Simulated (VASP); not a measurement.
# SiGe (P6_3mc) in VASP: notebook

Runs on SiGe. Level: PBEsol. Tasks: single point.

All numbers are computed with VASP 6.6.1; they aren't measurements. Logs are shortened: lines on timing, memory, paths and dates and some standing lists are left out, and cuts for length are marked.

## (1) The cell of the first run

The structure is hexagonal, space group P6_3mc (No. 186). The conventional cell has a = 3.830 Å, b = 3.830 Å, c = 6.327 Å, α = 90.00°, β = 90.00°, γ = 120.00°. Si (site symmetry 3m) has 4 Ge at 2.32 to 2.46 Å within 3.1 Å. Within 3.1 Å of Ge (site symmetry 3m) lie 4 Si at 2.32 to 2.46 Å.

## (2) Single point, PBEsol (atoms shifted along a free coordinate)

INCAR

```
ALGO = Normal
EDIFF = 1E-7
ENCUT = 520
GGA = PS
ISIF = 2
ISMEAR = 0
LASPH = True
LCHARG = False
LREAL = False
LWAVE = False
NBANDS = 26
NELM = 100
PREC = Accurate
SIGMA = 0.03
```

KPOINTS

```
k-points
0
Gamma
  12 12 6
```

POSCAR

```
SiGe
1.0
    3.8298598834      0.0000000000      0.0000000000
   -1.9149299417      3.3167559519      0.0000000000
    0.0000000000      0.0000000000      6.3265237446
Si Ge
2 2
Direct
    0.6666666667      0.3333333333      0.8745463082
    0.3333333333      0.6666666667      0.3745463082
    0.6666666667      0.3333333333      0.4849323488
    0.3333333333      0.6666666667     -0.0150676512
```

Potentials or basis: VASP PAW PBE potentials, release 64 (Si, Ge_d).

On the command line:

```
$ cat potpaw_PBE.64/Si/POTCAR potpaw_PBE.64/Ge_d/POTCAR > POTCAR
$ mpirun -np 1 vasp_std > vasp.out
```

OUTCAR:

```text
EDIFF = 1E-7
   ENCUT = 520
   GGA = PS
   ISIF = 2
   ISMEAR = 0
   LASPH = True
   LREAL = False
   NELM = 100
   PREC = Accurate

 ion  position               nearest neighbor table
   1  0.667  0.333  0.875-   4 2.32   4 2.32   4 2.32   3 2.46
   2  0.333  0.667  0.375-   3 2.32   3 2.32   3 2.32   4 2.46
   3  0.667  0.333  0.485-   2 2.32   2 2.32   2 2.32   1 2.46
   4  0.333  0.667  0.985-   1 2.32   1 2.32   1 2.32   2 2.46

  LATTYP: Found a hexagonal cell.
 ALAT       =     3.8298598834
 C/A-ratio  =     1.6518943087

  Lattice vectors:

 A1 = (   3.8298598834,   0.0000000000,   0.0000000000)
 A2 = (  -1.9149299417,   3.3167559519,   0.0000000000)
 A3 = (   0.0000000000,   0.0000000000,   6.3265237446)

Analysis of symmetry for initial positions (statically):
=====================================================================
 Subroutine PRICEL returns:
 Original cell was already a primitive cell.

 Routine SETGRP: Setting up the symmetry group for a
 hexagonal supercell.

 Subroutine GETGRP returns: Found 12 space group operations
 (whereof  6 operations were pure point group operations)
 out of a pool of 24 trial point group operations.

The static configuration has the point symmetry C_3v.
 The point group associated with its full space group is C_6v.

Analysis of symmetry for dynamics (positions and initial velocities):
=====================================================================
 Subroutine PRICEL returns:
 Original cell was already a primitive cell.

 Routine SETGRP: Setting up the symmetry group for a
 hexagonal supercell.

 Subroutine GETGRP returns: Found 12 space group operations
 (whereof  6 operations were pure point group operations)
 out of a pool of 24 trial point group operations.

The dynamic configuration has the point symmetry C_3v.
 The point group associated with its full space group is C_6v.

 Subroutine INISYM returns: Found 12 space group operations
 (whereof  6 operations are pure point group operations),
 and found     1 'primitive' translations

----------------------------------------------------------------------------------------

                                     Primitive cell

  volume of cell :      80.3640

  direct lattice vectors                    reciprocal lattice vectors
     3.829859883  0.000000000  0.000000000     0.261106158  0.150749711  0.000000000
    -1.914929942  3.316755952  0.000000000     0.000000000  0.301499421  0.000000000
     0.000000000  0.000000000  6.326523745     0.000000000  0.000000000  0.158064688

  length of vectors
     3.829859883  3.829859883  6.326523745     0.301499421  0.301499421  0.158064688

  position of ions in fractional coordinates (direct lattice)
     0.666666667  0.333333333  0.874546308
     0.333333333  0.666666667  0.374546308
     0.666666667  0.333333333  0.484932349
     0.333333333  0.666666667  0.984932349

  ion indices of the primitive-cell ions
   primitive index   ion index
                 1           1
                 2           2
                 3           3
                 4           4

----------------------------------------------------------------------------------------

 KPOINTS: k-points

Automatic generation of k-mesh.
 Grid dimensions read from file:
 generate k-points for:   12   12    6

 Generating k-lattice:

  Cartesian coordinates                     Fractional coordinates (reciprocal lattice)
     0.021758847  0.012562476  0.000000000     0.083333333  0.000000000  0.000000000
     0.000000000  0.025124952  0.000000000     0.000000000  0.083333333  0.000000000
     0.000000000  0.000000000  0.026344115     0.000000000  0.000000000  0.166666667

  Length of vectors
     0.025124952  0.025124952  0.026344115

  Shift w.r.t. Gamma in fractional coordinates (k-lattice)
     0.000000000  0.000000000  0.000000000

 Subroutine IBZKPT returns following result:
 ===========================================

 Found     76 irreducible k-points:

 Following reciprocal coordinates:
            Coordinates               Weight
  0.000000  0.000000  0.000000      1.000000
  0.083333 -0.000000  0.000000      6.000000
  0.166667  0.000000  0.000000      6.000000
  0.250000  0.000000  0.000000      6.000000
  0.333333  0.000000  0.000000      6.000000
  0.416667  0.000000  0.000000      6.000000
[... 16 lines left out ...]
  0.250000  0.000000  0.166667     12.000000
  0.333333  0.000000  0.166667     12.000000
 [... further k-points ...]
   k-points           NKPTS =     76   k-points in BZ     NKDIM =     76   number of bands    NBANDS=     26
   number of dos      NEDOS =    301   number of ions     NIONS =      4
   total plane-waves  NPLWV =  37632
   dimension x,y,z NGX =    28 NGY =   28 NGZ =   48
   dimension x,y,z NGXF=    56 NGYF=   56 NGZF=   96
   ions per type =               2   2
   NGX,Y,Z   is equivalent  to a cutoff of  12.15, 12.15, 12.61 a.u.
   NGXF,Y,Z  is equivalent  to a cutoff of  24.31, 24.31, 25.23 a.u.
 SYSTEM =  unknown system
   PREC   = accura    normal or accurate (medium, high low for compatibility)
   ISTART =      0    job   : 0-new  1-cont  2-samecut
   ICHARG =      2    charge: 1-file 2-atom 10-const
   ISPIN  =      1    spin polarized calculation?
   LNONCOLLINEAR =      F non collinear calculations
   LSORBIT =      F    spin-orbit coupling
   LASPH  =      T    aspherical Exc in radial PAW
   ENCUT  =  520.0 eV  38.22 Ry    6.18 a.u.   7.12  7.12 11.76*2*pi/ulx,y,z
   NELM   =    100;   NELMIN=  2; NELMDL= -5     # of ELM steps
   EDIFF  = 0.1E-06   stopping-criterion for ELM
   LREAL  =      F    real-space projection
   EDIFFG = 0.1E-05   stopping-criterion for IOM
   NSW    =      0    number of steps for IOM
   IBRION =     -1    ionic relax: 0-MD 1-quasi-New 2-CG
   NFREE  =      0    steps in history (QN), initial steepest desc. (CG)
   ISIF   =      2    stress and relaxation
   ISYM   =      2    0-nonsym 1-usesym 2-fastsym
   POTIM  = 0.5000    time-step for ionic-motion
   TEBEG  =    0.0;   TEEND  =   0.0 temperature during run
   PSTRESS=    0.0 pullay stress
   NELECT =      36.0000    total number of electrons
   NUPDOWN=      -1.0000    fix difference up-down
   EMIN   =  10.00;   EMAX   =-10.00  energy-range for DOS
   EFERMI =   0.00;   METHOD = LEGACY
   ISMEAR =     0;   SIGMA  =   0.03  broadening in eV -4-tet -1-fermi 0-gaus
   EFERMI_NEDOS =   21; number of points for ismear=-14 and -15
   IALGO  =     38    algorithm
   IMIX   =      4    mixing-type and parameters
     AMIX     =   0.40;   BMIX     =  1.00
     AMIX_MAG =   1.60;   BMIX_MAG =  1.00
  volume/ion in A,a.u.               =      20.09       135.58
  Fermi-wavevector in a.u.,A,eV,Ry     =   1.252627  2.367122 21.348558  1.569075
  Thomas-Fermi vector in A             =   2.386518
   LORBIT       =      0    0 simple, 1 ext, 2 COOP (PROOUT), +10 PAW based schemes
   GGA     = PS    functional components
   LHFCALC =     F    Hartree Fock is set to
   AEXX    =    0.0000 exact exchange contribution
   IVDW    =     0    specifies the selected vdW correction
   LEPSILON=     F    determine dielectric tensor
   LRPA    =     F    only Hartree local field effects (RPA)
 non-spin polarized calculation
 Gauss-broadening in eV      SIGMA  =   0.03
  energy-cutoff  :      520.00
  volume of cell :       80.36
 maximum number of plane-waves:      2200
   NGX = 15   NGY = 15   NGZ = 23

 number of electron      36.0000012 magnetization

 Free energy of the ion-electron system (eV)
  ---------------------------------------------------
  ext. energy  EPLUGINS =         0.00000000
  ---------------------------------------------------
  free energy    TOTEN  =       -21.07182709 eV

  energy without entropy =      -21.07177271  energy(sigma->0) =      -21.07179990

 E-fermi :   6.2534     XC(G=0): -10.1183

 val. band max:        6.1857971130   @ k =   0.0833  -0.0000   0.0000
 cond. band min:       6.2624928723   @ k =   0.5000   0.0000   0.0000
 fundamental gap:      0.0766957592
 Fermi energy:         6.2534388766

 k-point     1 :       0.0000    0.0000    0.0000
  band No.  band energies     occupation
      1     -18.4661      2.00000
      2     -18.4661      2.00000
      3     -18.4635      2.00000
      4     -18.4635      2.00000
      5     -18.4615      2.00000
      6     -18.4605      2.00000
[... 18 lines left out ...]
     25      10.3151      0.00000
     26      12.7788      0.00000

 k-point     2 :       0.0833   -0.0000    0.0000
  band No.  band energies     occupation
      1     -18.4664      2.00000
      2     -18.4655      2.00000
      3     -18.4648      2.00000
      4     -18.4628      2.00000
      5     -18.4601      2.00000
      6     -18.4598      2.00000
[... 18 lines left out ...]
     25      10.6476      0.00000
     26      12.0973      0.00000

 k-point     3 :       0.1667    0.0000    0.0000
  band No.  band energies     occupation
      1     -18.4675      2.00000
      2     -18.4662      2.00000
      3     -18.4639      2.00000
      4     -18.4610      2.00000
      5     -18.4587      2.00000
      6     -18.4570      2.00000
[... 18 lines left out ...]
     25      11.4810      0.00000
     26      11.5150      0.00000

 k-point     4 :       0.2500    0.0000    0.0000
  band No.  band energies     occupation
      1     -18.4695      2.00000
      2     -18.4672      2.00000
      3     -18.4618      2.00000
      4     -18.4586      2.00000
      5     -18.4568      2.00000
      6     -18.4539      2.00000
[... 18 lines left out ...]
     25      12.5704      0.00000
     26      12.7550      0.00000

 k-point     5 :       0.3333    0.0000    0.0000
  band No.  band energies     occupation
      1     -18.4713      2.00000
      2     -18.4681      2.00000
      3     -18.4600      2.00000
      4     -18.4563      2.00000
      5     -18.4549      2.00000
      6     -18.4511      2.00000
[... 18 lines left out ...]
     25      12.8634      0.00000
     26      13.5887      0.00000

 k-point     6 :       0.4167    0.0000    0.0000
  band No.  band energies     occupation
      1     -18.4726      2.00000
      2     -18.4689      2.00000
      3     -18.4589      2.00000
      4     -18.4547      2.00000
      5     -18.4536      2.00000
      6     -18.4492      2.00000
[... 427 lines left out ...]
 k-point    21 :       0.0833   -0.0000    0.1667
  band No.  band energies     occupation
      1     -18.4663      2.00000
      2     -18.4653      2.00000
      3     -18.4649      2.00000
      4     -18.4630      2.00000
      5     -18.4601      2.00000
      6     -18.4598      2.00000
[... 18 lines left out ...]
     25      10.4545      0.00000
     26      12.4911      0.00000

 k-point    22 :       0.1667    0.0000    0.1667
  band No.  band energies     occupation
      1     -18.4675      2.00000
      2     -18.4663      2.00000
      3     -18.4637      2.00000
      4     -18.4612      2.00000
      5     -18.4586      2.00000
      6     -18.4571      2.00000
[... 18 lines left out ...]
     25      11.3147      0.00000
     26      11.8548      0.00000

 k-point    23 :       0.2500    0.0000    0.1667
  band No.  band energies     occupation
      1     -18.4693      2.00000
      2     -18.4674      2.00000
      3     -18.4616      2.00000
      4     -18.4588      2.00000
      5     -18.4566      2.00000
      6     -18.4542      2.00000
[... 18 lines left out ...]
     25      12.4630      0.00000
     26      12.6372      0.00000

 k-point    24 :       0.3333    0.0000    0.1667
  band No.  band energies     occupation
      1     -18.4711      2.00000
      2     -18.4684      2.00000
      3     -18.4598      2.00000
      4     -18.4566      2.00000
      5     -18.4548      2.00000
      6     -18.4515      2.00000
[... 18 lines left out ...]
     25      13.2939      0.00000
     26      13.6166      0.00000

 [... further k-points ...]

------------------------ aborting loop because EDIFF is reached ----------------------------------------

  FORCE on cell =-STRESS in cart. coord.  units (eV):
  Direction    XX          YY          ZZ          XY          YZ          ZX
  --------------------------------------------------------------------------------------
  -------------------------------------------------------------------------------------
  Total        3.8448020      3.8448020      0.5406035      0.0000000      0.0000000      0.0000000
  in kB       76.6519165     76.6519165     10.7777453      0.0000000      0.0000000      0.0000000
  external PRESSURE =      54.6938594 kB  Pullay stress =       0.0000000 kB

 VOLUME and BASIS-vectors are now :
 -----------------------------------------------------------------------------
  energy-cutoff  :      520.00
  volume of cell :       80.36
      direct lattice vectors                 reciprocal lattice vectors
     3.829859883  0.000000000  0.000000000     0.261106158  0.150749711  0.000000000
    -1.914929942  3.316755952  0.000000000     0.000000000  0.301499421  0.000000000
     0.000000000  0.000000000  6.326523745     0.000000000  0.000000000  0.158064688

 POSITION                                       TOTAL-FORCE (eV/Angst)
 -----------------------------------------------------------------------------------
      1.91493      1.10559      5.53284        -0.000000      0.000000     -1.147794
     -0.00000      2.21117      2.36958         0.000000     -0.000000     -1.147794
      1.91493      1.10559      3.06794        -0.000000      0.000000      1.147794
     -0.00000      2.21117      6.23120         0.000000     -0.000000      1.147794
 -----------------------------------------------------------------------------------
    total drift:                               -0.000000     -0.000001     -0.000695

  FREE ENERGIE OF THE ION-ELECTRON SYSTEM (eV)
  ---------------------------------------------------
  free  energy   TOTEN  =       -21.0718270941 eV

  energy  without entropy=      -21.0717727098  energy(sigma->0) =      -21.07179990
```

Run time: 56 s. Hardware: 1 thread of Intel Xeon 6975P-C (Granite Rapids), shared host; peak memory 0.27 GiB.

What came out:

* Free energy: -21.0718 eV
* Pressure: 5.5 GPa
* Largest force: 1.148 eV/Å
* Band gap on the k mesh: zero (bands 18 and 19 overlap by 0.09 eV)

Forces on the atoms (eV/Å):
```
Si   0.000  0.000 -1.148
Si   0.000  0.000 -1.148
Ge   0.000  0.000  1.148
Ge   0.000  0.000  1.148
```

Stress tensor (GPa, compression positive):
```
7.67 0.00 0.00
0.00 7.67 0.00
0.00 0.00 1.08
```

Caveat: the cell differs from its parent crystal (atoms shifted along a free coordinate); the cell stands under pressure; semilocal functionals underestimate gaps, so a narrow gap can read as zero; the PAW data sets were made with another functional, which shifts forces and pressure a little.

[end of part 1 of 2]
